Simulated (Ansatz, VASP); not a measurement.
Al: VASP beside Ansatz

File INCAR:

```
PREC = Accurate ; ENCUT = 520
EDIFF = 1E-7 ; ISMEAR = 0
SIGMA = 0.15 ; LREAL = F
LASPH = T ; NELM = 100
ALGO = Normal ; ISIF = 2
LWAVE = F ; LCHARG = T
LELF = T ; LVHAR = T
NBANDS = 8
```

Contents of KPOINTS:

```
regular mesh
0
Gamma
  20 20 20
```

File POSCAR:

```
Al
1.0
   -1.5116577555      1.5116577555      1.6309991572
    1.5116577555     -1.5116577555      1.6309991572
    1.5116577555      1.5116577555     -1.6309991572
Al
1
Direct
    0.0000000000      0.0000000000      0.0000000000
```

Input for Ansatz:

```yaml
crystal:
  lattice:
    - [-1.5116577555, 1.5116577555, 1.6309991572]
    - [1.5116577555, -1.5116577555, 1.6309991572]
    - [1.5116577555, 1.5116577555, -1.6309991572]
  atoms:
    - { symbol: Al, position: [0.0, 0.0, 0.0] }
basis:
  ecutwfc: 420
kpoints:
  mp_grid: { grid: [20, 20, 20] }
hamiltonian:
  xc: lda
scf:
  occupations: { method: gaussian, width: 0.15 }
output:
  forces: true
  stress: true
  eigenvalues: true
```

Change from the starting cell: strain -0.050 along x and y, +0.025 along z, atoms carried along.

Alike in both runs: task single point; functional LDA; k mesh 20 × 20 × 20; occupations gaussian, width 0.15 eV; no spin polarisation.

|  | VASP | Ansatz |
| --- | --- | --- |
| version | VASP 6.6.1 | Ansatz 0.2.0 |
| potentials or method | VASP PAW LDA potentials, release 64 (Al), cutoff 520 eV | scalar-relativistic, plane waves, PAW |
| valence electrons in the cell | 3 | 3 |

|  | VASP | Ansatz | Ansatz less VASP |
| --- | --- | --- | --- |
| gap on the k mesh at the Fermi level (eV) | none | none | - |
| pressure (GPa) | 7.5 | 7.3 | -0.12 |
| traceless stress, the component that is largest in VASP (GPa) | 2.90 | 2.88 | -0.025 |

LDA's correlation is that of Perdew and Zunger in VASP and of Perdew and Wang (1992) in Ansatz. A gap of «none» marks a metal or a gap that the smearing closes.
